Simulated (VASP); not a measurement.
A run of VASP 6.6.1 is set up as follows.

The input INCAR:

```
PREC = Accurate
ENCUT = 520
EDIFF = 1E-6
ISMEAR = 0
SIGMA = 0.1
LREAL = F
LASPH = T
NELM = 80
ALGO = Normal
ISIF = 2
LWAVE = F
LCHARG = F
GGA = PE
NBANDS = 54
```

File KPOINTS:

```
Automatic mesh
0
Gamma
  12 12 2
```

Contents of POSCAR:

```
GaRe2P3
1.0
    3.0337719384      0.0000000000      0.0000000000
   -1.5168859692      2.6273235679      0.0000000000
    0.0000000000      0.0000000000     22.4902861943
Ga Re P
2 4 6
Direct
    0.0000000000      0.0000000000      0.2500000000
    0.0000000000      0.0000000000      0.7500000000
    0.3333333333      0.6666666667      0.9159341566
    0.6666666667      0.3333333333      0.4159341566
    0.6666666667      0.3333333333      0.0840658434
    0.3333333333      0.6666666667      0.5840658434
    0.0000000000      0.0000000000      0.5000000000
    0.0000000000      0.0000000000      0.0000000000
    0.3333333333      0.6666666667      0.3443368184
    0.6666666667      0.3333333333      0.8443368184
    0.6666666667      0.3333333333      0.6556631816
    0.3333333333      0.6666666667      0.1556631816
```

Potentials or basis: VASP PAW PBE potentials, release 64 (Ga_d, Re, P).

Run with:

```console
$ cat potpaw_PBE.64/Ga_d/POTCAR potpaw_PBE.64/Re/POTCAR potpaw_PBE.64/P/POTCAR > POTCAR
$ mpirun -np 1 vasp_std > vasp.out
```

(1) What does it give for the pressure?

(2) What does it give for the largest force?

## Answers

(1) 0.5 GPa.

(2) 0.064 eV/Å.
